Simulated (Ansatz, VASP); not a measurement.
**SnO: VASP beside Ansatz**

The input INCAR:

```
PREC     = Accurate       # precision mode
ENCUT    = 520            # plane-wave cutoff, eV
EDIFF    = 1E-8           # SCF threshold, eV
ISMEAR   = -1             # smearing method
SIGMA    = 0.01           # smearing width, eV
LREAL    = False          # projectors in reciprocal space
LASPH    = True           # aspherical terms in the spheres
NELM     = 80             # most SCF steps
ALGO     = Normal         # electronic algorithm
ISIF     = 2              # what is computed and relaxed
LWAVE    = False          # write WAVECAR
LCHARG   = False          # write CHGCAR
GGA      = PS             # functional
LEFG     = True         
NBANDS   = 28             # bands
```

The input KPOINTS:

```
regular mesh
0
Gamma
  8 8 6
```

POSCAR

```
SnO
1.0
    3.8020000000      0.0570300000      0.0570300000
    0.0570300000      3.8020000000      0.0570300000
    0.0725400000      0.0725400000      4.8360000000
Sn O
2 2
Direct
    0.0000000000      0.5000000000      0.2385000000
    0.5000000000      0.0000000000      0.7615000000
    0.0000000000      0.0000000000      0.0000000000
    0.5000000000      0.5000000000      0.0000000000
```

Input for Ansatz:

```yaml
crystal:
  lattice:
    - [3.802, 0.05703, 0.05703]
    - [0.05703, 3.802, 0.05703]
    - [0.07254, 0.07254, 4.836]
  atoms:
    - { symbol: Sn, position: [0.0, 0.5, 0.2385] }
    - { symbol: Sn, position: [0.5, 0.0, 0.7615] }
    - { symbol: O, position: [0.0, 0.0, 0.0] }
    - { symbol: O, position: [0.5, 0.5, 0.0] }
kpoints:
  mp_grid: { grid: [8, 8, 6] }
scf:
  occupations: { method: fermi_dirac, width: 0.01 }
hamiltonian:
  xc: pbesol
  pseudopotentials: { kind: all_electron, datasets: crystal }
output:
  forces: true
  stress: true
  eigenvalues: true
  efg: { contact_densities: true }
```

Change from the starting cell: equal xy, yz and zx shear strains of +3 %, crystal datasets.

Alike in both runs: task electric field gradients; functional PBEsol; k mesh 8 × 8 × 6; occupations fermi-dirac, width 0.01 eV; no spin polarisation.

|  | VASP | Ansatz |
| --- | --- | --- |
| version | VASP 6.6.1 | Ansatz 0.2.0 |
| potentials or method | VASP PAW PBE potentials, release 64 (Sn_d, O), cutoff 520 eV | all-electron PAW with datasets made for the crystal, scalar-relativistic |

Ansatz gave:

```
pressure (GPa)                                                : 0.2
traceless stress, the component that is largest in VASP (GPa) : -2.43
rms of the force components (eV/Å)                            : 0.120
size of Vzz on the site where it differs most (V/Å²)          : 174.3
```

Problem. Which values does VASP return?

Solution. Pressure (GPa): 0.4; traceless stress, the component that is largest in VASP (GPa): -2.42; rms of the force components (eV/Å): 0.140; size of Vzz on the site where it differs most (V/Å²): 166.9.

VASP's potentials were made for PBE, not for PBEsol. Atom by atom the forces differ by 0.036 eV/Å (rms over components). Ansatz ran all-electron here, and VASP with PAW potentials.
